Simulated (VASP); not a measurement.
ZnCd3Se2S2, 8 atoms in the cell. The structure is orthorhombic, space group Fmm2 (No. 42). Conventional cell: a = 8.375 Å, b = 8.434 Å, c = 11.861 Å, α = 90.00°, β = 90.00°, γ = 90.00°. Zn (site symmetry mm2) has 2 S at 2.38 Å and 2 Se at 2.49 Å within 3.1 Å. Cd (site symmetry 2) has 2 S at 2.57 Å and 2 Se at 2.66 Å within 3.4 Å. Within 3.4 Å of Cd (site symmetry mm2) lie 2 S at 2.59 Å and 2 Se at 2.67 Å. Se (site symmetry m) has 1 Zn at 2.49 Å and 3 Cd at 2.66 to 2.67 Å within 3.3 Å. S (site symmetry m) has 1 Zn at 2.38 Å and 3 Cd at 2.57 to 2.59 Å within 3.1 Å. 

| Item | Value |
| --- | --- |
| Program | VASP 6.6.1 |
| Task | single point |
| Functional | PBE |
| Potentials or basis | VASP PAW PBE potentials, release 64 (Zn, Cd, Se, S) |
| Cutoff | 520 eV |
| k mesh | 3 × 3 × 3 |
| Occupations | gaussian, width 0.15 eV |
| Spin | no spin polarisation |
| Dipole correction | no |
| Further INCAR settings | ALGO = Normal; EDIFF = 1e-07; NBANDS = 46 |

Potentials or basis: VASP PAW PBE potentials, release 64 (Zn, Cd, Se, S).

The run is started by

```console
$ cat potpaw_PBE.64/Zn/POTCAR potpaw_PBE.64/Cd/POTCAR potpaw_PBE.64/Se/POTCAR potpaw_PBE.64/S/POTCAR > POTCAR
$ mpirun -np 1 vasp_std > vasp.out
```

Hardware: 1 thread of Intel Xeon 6975P-C, on a shared host.

Question: Estimate the wall time of this run.

Answer: Wall time 2.8 min on 1 thread of Intel Xeon 6975P-C, with other jobs on the host, peak memory 0.41 GiB. Counts: scf iterations 16, k points 8.
